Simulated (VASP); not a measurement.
# YbZn2F2: single point with r2SCAN

Crystal: YbZn2F2.

```
Zn F Yb
1.0
     1.89369    3.27997    0.00000
    -1.89369    3.27997   -0.00002
     0.00003   -0.00002    7.72380
Zn F Yb
2 2 1
Cartesian
  0.0000 2.1866 4.4302
  0.0000 4.3733 3.2936
  0.0000 2.1866 0.7522
  0.0000 4.3733 6.9716
  0.0000 0.0000 0.0000
```

* Program: VASP 6.6.1
* Task: single point
* Functional: r2SCAN
* Potentials or basis: VASP PAW PBE potentials, release 64 (Zn, F, Yb)
* Cutoff: 520 eV
* k mesh: 7 × 7 × 4
* Occupations: fermi-dirac, width 0.05 eV
* Spin: no spin polarisation

```
Pressure               : 0.0 GPa
Largest force          : 0.042 eV/Å
Band gap on the k mesh : zero (bands 31 and 32 overlap by 0.01 eV)
```

Forces in eV/Å, atoms in the order of the input:
```
Zn   0.000  0.000  0.042
Zn   0.000  0.000 -0.042
F    0.000  0.000 -0.011
F    0.000  0.000  0.011
Yb   0.000  0.000  0.000
```

Stress tensor (GPa, compression positive):
```
 0.13  0.00  0.00
 0.00  0.13  0.00
 0.00  0.00 -0.13
```

Levels at points of the mesh, in eV from the Fermi level:
| k point | band 29 | band 30 | band 31 | band 32 | band 33 | band 34 |
| --- | --- | --- | --- | --- | --- | --- |
| (0.00, 0.00, 0.00) | -0.17 | -0.17 | -0.13 | 0.94 | 4.54 | 4.54 |
| (0.00, 0.00, 0.50) | -0.17 | -0.17 | -0.13 | 2.98 | 4.44 | 4.57 |

Run time: 19 min on 1 thread of Intel(R) Xeon(R) Platinum 8259CL CPU @ 2.50GHz (Skylake/Cascade Lake), with other jobs on the host, peak memory 0.31 GiB.

Caveat: the PAW data sets were made with another functional, which shifts forces and pressure a little; spin-orbit coupling is left out, which moves the levels of the heavy elements. With open d or f shells a metallic result of r2SCAN can be an artefact of self-interaction; +U or a hybrid may open a gap.
